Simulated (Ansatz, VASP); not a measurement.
## Two plane-wave programs on CsSnI3

```xyz
5
Lattice="6.3639 0.0000 0.0000 0.0000 6.3639 0.0000 0.0000 0.0000 6.3639" Properties=species:S:1:pos:R:3 pbc="T T T"
Cs    0.0000    0.0000    0.0000
Sn    3.1820    3.1820    3.1820
I     3.1820    3.1820    0.0000
I     3.1820    0.0000    3.1820
I     0.0000    3.1820    3.1820
```

Alike in both runs: task single point; functional r2SCAN; k mesh 4 × 4 × 4; no spin polarisation.

|  | VASP | Ansatz |
| --- | --- | --- |
| version | VASP 6.6.1 | Ansatz 0.2.0 |
| potentials or method | VASP PAW PBE potentials, release 64 (Cs_sv, Sn_d, I) | plane waves, PAW |
| plane-wave cutoff (eV) | 520 | 500 |
| occupations | gaussian, width 0.01 eV | fixed |
| valence electrons in the cell | 44 | 74 |

```csv
,VASP,Ansatz,Ansatz less VASP
gap on the k mesh at the Fermi level (eV),0.76,0.76,0.000
pressure (GPa),-0.9,-0.9,+0.01
```

VASP's potentials were made for PBE, not for r2SCAN. VASP's potentials hold 44 valence electrons a cell and Ansatz's 74, so a difference there can come from the potentials and not from the codes.

Neither program's run includes spin-orbit coupling.
